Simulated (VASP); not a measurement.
The system is Be3Tl.

```xyz
8
Lattice="5.8042 0.0000 0.0000 -2.9021 5.0266 0.0000 0.0000 0.0000 3.6889" Properties=species:S:1:pos:R:3 pbc="T T T"
Be    2.9021    3.7653    0.9222
Be   -1.8098    4.3959    2.7667
Be    1.0923    0.6306    0.9222
Be    0.0000    1.2613    2.7667
Be    4.7119    0.6306    0.9222
Be    1.8098    4.3959    2.7667
Tl    0.0000    3.3511    0.9222
Tl    2.9021    1.6755    2.7667
```

- Program: VASP 6.6.1
- Task: relaxation of cell and atoms
- Functional: PBE
- Potentials or basis: VASP PAW PBE potentials, release 64 (Be, Tl_d)
- Cutoff: 600 eV
- k mesh: 6 × 6 × 10
- Occupations: gaussian, width 0.1 eV
- Spin: no spin polarisation

At the start: pressure 0.3 GPa; volume 13.45 Å³/atom.

How do energy, volume and symmetry change on relaxing?

Over 11 steps the energy falls by 7.3 meV/atom and the volume is 14.04 Å³/atom (+4.4 %); space group P6_3/mmc (No. 194, to 0.1 Å) before and after.

Step by step:
```
step  energy change (eV)  largest force (eV/Å)  pressure (GPa)  volume (Å³)
   1              0.0000                0.0146            0.34       107.63
   2             -0.0141                0.0694            0.23       108.07
   3             -0.0204                0.1563            0.14       108.54
   4             -0.0206                0.1723            0.14       108.63
   5             -0.0309                0.1368            0.28       109.14
   6             -0.0548                0.0014            0.75       110.65
   7             -0.0546                0.0521            0.84       111.08
   8             -0.0552                0.0255            0.80       110.86
   9             -0.0557                0.0122           -0.52       113.85
  10             -0.0583                0.0197            0.10       112.41
  11             -0.0586                0.0008            0.01       112.36
```

Final structure:
```xyz
8
Lattice="6.0163 0.0000 0.0000 -3.0082 5.2103 0.0000 0.0000 0.0000 3.5844" Properties=species:S:1:pos:R:3 pbc="T T T"
Be    3.0082    3.9487    0.8961
Be   -1.9156    4.5795    2.6883
Be    1.0926    0.6308    0.8961
Be    0.0000    1.2616    2.6883
Be    4.9237    0.6308    0.8961
Be    1.9156    4.5795    2.6883
Tl    0.0000    3.4735    0.8961
Tl    3.0082    1.7368    2.6883
```
